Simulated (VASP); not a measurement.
CdO (Monteponite):

```
Cd O
1.0
     0.00000    2.30154    2.30154
     2.30154    0.00000    2.30154
     2.30154    2.30154    0.00000
Cd O
1 1
Direct
  0.00000 0.00000 0.00000
  0.50000 0.50000 0.50000
```

Base run:

* Program: VASP 6.6.1
* Functional: revPBE
* Potentials or basis: VASP PAW PBE potentials, release 64 (Cd, O)
* Cutoff: 600 eV
* k mesh: 10 × 10 × 10
* Occupations: fermi-dirac, width 0.05 eV
* Spin: no spin polarisation

Its results: band gap on the k mesh zero (band 9 reaches 2.77 eV, above the bottom of band 10 at 2.51 eV); pressure 22.4 GPa.

**Question.** After a change of settings the same cell gave: band gap on the k mesh zero (band 9 reaches 2.42 eV, above the bottom of band 10 at 2.04 eV); pressure 5.6 GPa. Which change was it?
A. functional from revPBE to LDA; potentials or basis from VASP PAW PBE potentials, release 64 (Cd, O) to VASP PAW LDA potentials, release 64 (Cd, O)
B. functional from revPBE to PBE; dispersion from none to D4
C. functional from revPBE to BLYP; dispersion from none to D3(BJ)

**Answer.** A.

Caveats: the PAW data sets were made with another functional, which shifts forces and pressure a little (some runs).
